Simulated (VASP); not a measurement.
Here is a VASP 6.6.1 calculation.

Contents of INCAR:

```
PREC     = Accurate       # precision mode
ENCUT    = 520            # plane-wave cutoff, eV
EDIFF    = 1E-6           # SCF threshold, eV
ISMEAR   = 0              # smearing method
SIGMA    = 0.05           # smearing width, eV
LREAL    = F              # projectors in reciprocal space
LASPH    = T              # aspherical terms in the spheres
NELM     = 100            # most SCF steps
ALGO     = Normal         # electronic algorithm
ISIF     = 2              # what is computed and relaxed
LWAVE    = F              # write WAVECAR
LCHARG   = F              # write CHGCAR
GGA      = PE             # functional
NBANDS   = 18             # bands
```

The input KPOINTS:

```
Automatic mesh
0
Gamma
  8 8 8
```

The input POSCAR:

```
HfO2
1.0
    0.0000000000      2.4296250000      2.4296250000
    2.4296250000      0.0000000000      2.4296250000
    2.4296250000      2.4296250000      0.0000000000
Hf O
1 2
Direct
    0.0000000000      0.0000000000      0.0000000000
    0.2500000000      0.2500000000      0.2500000000
    0.7500000000      0.7500000000      0.7500000000
```

Potentials or basis: VASP PAW PBE potentials, release 64 (Hf_pv, O).

Launch:

```sh
$ cat potpaw_PBE.64/Hf_pv/POTCAR potpaw_PBE.64/O/POTCAR > POTCAR
$ mpirun -np 1 vasp_std > vasp.out
```

Estimate the pressure.

42.8 GPa.

What does it give for the band gap on the k mesh?

4.14 eV, direct.

Caveat: the cell differs from its parent crystal (strain -0.050 along x and y, -0.050 along z); spin-orbit coupling is left out, which moves the levels of the heavy elements. A k mesh can miss the band edges.
